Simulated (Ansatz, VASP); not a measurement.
**In4TeS in VASP and in Ansatz**

```
CELL_PARAMETERS angstrom
4.86166 0.00000 0.00000
0.00000 4.86166 0.00000
0.00000 0.00000 6.77377
ATOMIC_POSITIONS crystal
In 0.00000 0.50000 0.18284
In 0.50000 0.00000 0.81716
In 0.00000 0.50000 0.81716
In 0.50000 0.00000 0.18284
Te 0.00000 0.00000 0.00000
S 0.00000 0.00000 0.50000
```

Alike in both runs: task single point; functional PBE; k mesh 4 × 4 × 4; occupations gaussian, width 0.1 eV; no spin polarisation.

|  | VASP | Ansatz |
| --- | --- | --- |
| version | VASP 6.6.1 | Ansatz 0.2.0 |
| potentials or method | VASP PAW PBE potentials, release 64 (In_d, Te, S), cutoff 520 eV | scalar-relativistic, plane waves, PAW |
| valence electrons in the cell | 64 | 74 |

```csv
,VASP,Ansatz,Ansatz less VASP
gap on the k mesh at the Fermi level (eV),none,none,-
pressure (GPa),21.8,21.7,-0.06
"traceless stress, the component that is largest in VASP (GPa)",7.27,7.25,-0.029
rms of the force components (eV/Å),2.946,2.931,-0.0148
```

Atom by atom the forces differ by 0.015 eV/Å (rms over components). A gap of «none» marks a metal or a gap that the smearing closes. The functional is the same, so the differences come from potentials, cutoffs and numerics. VASP's potentials hold 64 valence electrons a cell and Ansatz's 74, so a difference there can come from the potentials and not from the codes.

Spin-orbit coupling is off throughout.
